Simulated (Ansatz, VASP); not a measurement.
## Ta3N: VASP beside Ansatz

```xyz
4
Lattice="3.0218 0.0000 0.0000 -1.5109 2.6169 0.0000 0.0000 0.0000 7.5576" Properties=species:S:1:pos:R:3 pbc="T T T"
Ta    0.0000    0.0000    3.7788
Ta    0.0000    1.6807    1.2639
Ta    1.5109    0.8723    6.2456
N     0.0000    0.0000    0.0000
```

Alike in both runs: task single point; functional PBE; k mesh 18 × 18 × 6; occupations gaussian, width 0.15 eV; no spin polarisation.

```csv
,VASP,Ansatz
version,VASP 6.6.1,Ansatz 0.2.0
potentials or method,"VASP PAW PBE potentials, release 64 (Ta_pv, N), cutoff 520 eV","scalar-relativistic, plane waves, PAW"
valence electrons in the cell,38,44
```

Ansatz gave:

```
gap on the k mesh at the Fermi level (eV)                     : none
pressure (GPa)                                                : 1.2
traceless stress, the component that is largest in VASP (GPa) : 1.25
rms of the force components (eV/Å)                            : 0.333
```

Problem. What did VASP give for the same quantities?

Solution. gap on the k mesh at the Fermi level (eV): none; pressure (GPa): 1.5; traceless stress, the component that is largest in VASP (GPa): 1.27; rms of the force components (eV/Å): 0.347.

Atom by atom the forces differ by 0.021 eV/Å (rms over components). A gap of «none» marks a metal or a gap that the smearing closes. The functional is the same, so the differences come from potentials, cutoffs and numerics. VASP's potentials hold 38 valence electrons a cell and Ansatz's 44, so a difference there can come from the potentials and not from the codes.

Neither program's run includes spin-orbit coupling.
